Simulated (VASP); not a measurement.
Input of a VASP 6.6.1 run:

INCAR

```
ALGO = Normal
EDIFF = 1E-6
EDIFFG = -0.005
ENCUT = 600
GGA = PE
IBRION = 2
ISIF = 3
ISMEAR = -1
LASPH = True
LCHARG = False
LREAL = False
LWAVE = False
NELM = 80
NSW = 32
PREC = Accurate
PSTRESS = 920.0
SIGMA = 0.08
```

File KPOINTS:

```
k-points
0
Gamma
  16 16 16
```

File POSCAR:

```
Bi
1.0
   -1.6736824967      1.6736824967      1.6736824967
    1.6736824967     -1.6736824967      1.6736824967
    1.6736824967      1.6736824967     -1.6736824967
Bi
1
Direct
    0.0000000000      0.0000000000      0.0000000000
```

Potentials or basis: VASP PAW PBE potentials, release 64 (Bi_d).

Launch:

```bash
$ cat potpaw_PBE.64/Bi_d/POTCAR > POTCAR
$ mpirun -np 1 vasp_std > vasp.out
```

Q: Predict the band gap on the k mesh.

A: Zero (an odd number of electrons rules out a gap without spin polarisation).

Final structure:
```cif
data_structure
_symmetry_space_group_name_H-M 'P 1'
_symmetry_Int_Tables_number 1
_cell_length_a 2.8989
_cell_length_b 2.8989
_cell_length_c 2.8989
_cell_angle_alpha 109.471
_cell_angle_beta 109.471
_cell_angle_gamma 109.471
_cell_volume 18.75
loop_
_atom_site_label
_atom_site_type_symbol
_atom_site_fract_x
_atom_site_fract_y
_atom_site_fract_z
_atom_site_occupancy
Bi1 Bi 0.00000 0.00000 0.00000 1
```

Caveat: the relaxation stopped at its first step, so nothing moved; spin-orbit coupling is left out, which moves the levels of the heavy elements.
